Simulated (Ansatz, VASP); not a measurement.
# Cd: VASP beside Ansatz

The input INCAR:

```
SYSTEM = Cd
PREC = Accurate ; ENCUT = 520
EDIFF = 1E-6 ; ISMEAR = -1
SIGMA = 0.08 ; LREAL = .False.
LASPH = .True. ; NELM = 100
ALGO = Normal ; ISIF = 2
LWAVE = .False. ; LCHARG = .True.
GGA = PE ; LELF = .True.
LVHAR = .True. ; NBANDS = 12
```

File KPOINTS:

```
regular mesh
0
Gamma
  14 14 14
  0 0 0
```

File POSCAR:

```
Cd
1.0
    2.9455865509      0.0000000000      0.0000000000
    0.0000000000      2.9455865509      0.0000000000
    0.0000000000      0.0000000000      2.9455865509
Cd
1
Direct
    0.0000000000      0.0000000000      0.0000000000
```

Input for Ansatz:

```yaml
crystal:
  lattice:
    - [2.9455865509, 0.0, 0.0]
    - [0.0, 2.9455865509, 0.0]
    - [0.0, 0.0, 2.9455865509]
  atoms:
    - { symbol: Cd, position: [0.0, 0.0, 0.0] }
kpoints:
  mp_grid: { grid: [14, 14, 14] }
scf:
  occupations: { method: fermi_dirac, width: 0.08 }
hamiltonian:
  xc: pbe
  pseudopotentials: { kind: all_electron, lapw: { basis_error: 0.001 } }
output:
  forces: true
  stress: true
  eigenvalues: true
  populations: true
```

Change from the starting cell: volume scaled by 0.95, LAPW.

Alike in both runs: task single point; functional PBE; k mesh 14 × 14 × 14; occupations fermi-dirac, width 0.08 eV; no spin polarisation.

|  | VASP | Ansatz |
| --- | --- | --- |
| version | VASP 6.6.1 | Ansatz 0.2.0 |
| potentials or method | VASP PAW PBE potentials, release 64 (Cd), cutoff 520 eV | all-electron LAPW, scalar-relativistic |

VASP gave:

- pressure (GPa): 2.1

Which values does Ansatz return?

Pressure (GPa): 1.8.

Ansatz ran all-electron here, and VASP with PAW potentials.
